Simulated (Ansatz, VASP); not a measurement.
One calculation of CsPbBr3, two programs

File INCAR:

```
SYSTEM = CsPbBr3
PREC = Accurate
ENCUT = 520
EDIFF = 1E-7
ISMEAR = 0
SIGMA = 0.05
LREAL = .FALSE.
LASPH = .TRUE.
NELM = 100
ALGO = Normal
ISIF = 2
LWAVE = .FALSE.
LCHARG = .FALSE.
GGA = PS
NBANDS = 30
```

Contents of KPOINTS:

```
regular mesh
0
G
  6 6 6
  0 0 0
```

File POSCAR:

```
CsPbBr3
1.0
    5.8700000000      0.0000000000      0.0000000000
    0.0000000000      5.8700000000      0.0000000000
    0.0000000000      0.0000000000      5.5765000000
Cs Pb Br
1 1 3
Direct
    0.0000000000      0.0000000000      0.0000000000
    0.5000000000      0.5000000000      0.5000000000
    0.0000000000      0.5000000000      0.5000000000
    0.5000000000      0.0000000000      0.5000000000
    0.5000000000      0.5000000000      0.0000000000
```

Input for Ansatz:

```yaml
crystal:
  lattice:
    - [5.87, 0.0, 0.0]
    - [0.0, 5.87, 0.0]
    - [0.0, 0.0, 5.5765]
  atoms:
    - { symbol: Cs, position: [0.0, 0.0, 0.0] }
    - { symbol: Pb, position: [0.5, 0.5, 0.5] }
    - { symbol: Br, position: [0.0, 0.5, 0.5] }
    - { symbol: Br, position: [0.5, 0.0, 0.5] }
    - { symbol: Br, position: [0.5, 0.5, 0.0] }
basis:
  ecutwfc: 420
kpoints:
  mp_grid: { grid: [6, 6, 6] }
hamiltonian:
  xc: pbesol
scf:
  occupations: { method: gaussian, width: 0.05 }
output:
  forces: true
  stress: true
  eigenvalues: true
```

Change from the starting cell: strain +0.000 along x and y, -0.050 along z, atoms carried along.

Alike in both runs: task single point; functional PBEsol; k mesh 6 × 6 × 6; occupations gaussian, width 0.05 eV; no spin polarisation.

|  | VASP | Ansatz |
| --- | --- | --- |
| version | VASP 6.6.1 | Ansatz 0.2.0 |
| potentials or method | VASP PAW PBE potentials, release 64 (Cs_sv, Pb_d, Br), cutoff 520 eV | scalar-relativistic, plane waves, PAW |
| valence electrons in the cell | 44 | 44 |

```tsv
	VASP	Ansatz	Ansatz less VASP
gap on the k mesh at the Fermi level (eV)	1.02	1.02	0.000
least direct gap on the mesh (eV)	1.02	1.02	0.000
pressure (GPa)	1.4	1.4	0.00
traceless stress, the component that is largest in VASP (GPa)	2.12	2.12	-0.005
```

VASP's potentials were made for PBE, not for PBEsol.

Neither program's run includes spin-orbit coupling.
